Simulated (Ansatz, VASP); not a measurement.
One calculation of BAs, two programs

INCAR

```
SYSTEM = BAs
  PREC = Accurate
  ENCUT = 520
  EDIFF = 1E-6
  ISMEAR = 0
  SIGMA = 0.05
  LREAL = .FALSE.
  LASPH = .TRUE.
  NELM = 80
  ALGO = Normal
  ISIF = 2
  LWAVE = .FALSE.
  LCHARG = .FALSE.
  GGA = PE
  NBANDS = 11
```

Contents of KPOINTS:

```
Automatic mesh
0
G
  10 10 10
  0 0 0
```

POSCAR

```
BAs
1.0
    0.0000000000      2.1974200000      2.3885000000
    2.1974200000      0.0000000000      2.3885000000
    2.1974200000      2.1974200000      0.0000000000
B As
1 1
Direct
    0.0000000000      0.0000000000      0.0000000000
    0.7500000000      0.7500000000      0.7500000000
```

Input for Ansatz:

```yaml
crystal:
  lattice:
    - [0.0, 2.19742, 2.3885]
    - [2.19742, 0.0, 2.3885]
    - [2.19742, 2.19742, 0.0]
  atoms:
    - { symbol: B, position: [0.0, 0.0, 0.0] }
    - { symbol: As, position: [0.75, 0.75, 0.75] }
basis:
  ecutwfc: 420
kpoints:
  mp_grid: { grid: [10, 10, 10] }
hamiltonian:
  xc: pbe
scf:
  occupations: { method: gaussian, width: 0.05 }
output:
  forces: true
  stress: true
  eigenvalues: true
```

Change from the starting cell: strain -0.080 along x and y, +0.000 along z, atoms carried along.

Alike in both runs: task single point; functional PBE; k mesh 10 × 10 × 10; occupations gaussian, width 0.05 eV; no spin polarisation.

|  | VASP | Ansatz |
| --- | --- | --- |
| version | VASP 6.6.1 | Ansatz 0.2.0 |
| potentials or method | VASP PAW PBE potentials, release 64 (B, As), cutoff 520 eV | scalar-relativistic, plane waves, PAW |
| valence electrons in the cell | 8 | 18 |

```csv
,VASP,Ansatz,Ansatz less VASP
gap on the k mesh at the Fermi level (eV),0.30,0.31,+0.011
least direct gap on the mesh (eV),3.06,3.06,+0.002
pressure (GPa),37.1,35.7,-1.42
"traceless stress, the component that is largest in VASP (GPa)",-14.78,-14.90,-0.120
```

Both programs put the cell under a high pressure, so it lies far from rest at this level. With one functional, cell and mesh, what is left measures potentials, basis and numerics. VASP's potentials hold 8 valence electrons a cell and Ansatz's 18, so a difference there can come from the potentials and not from the codes.
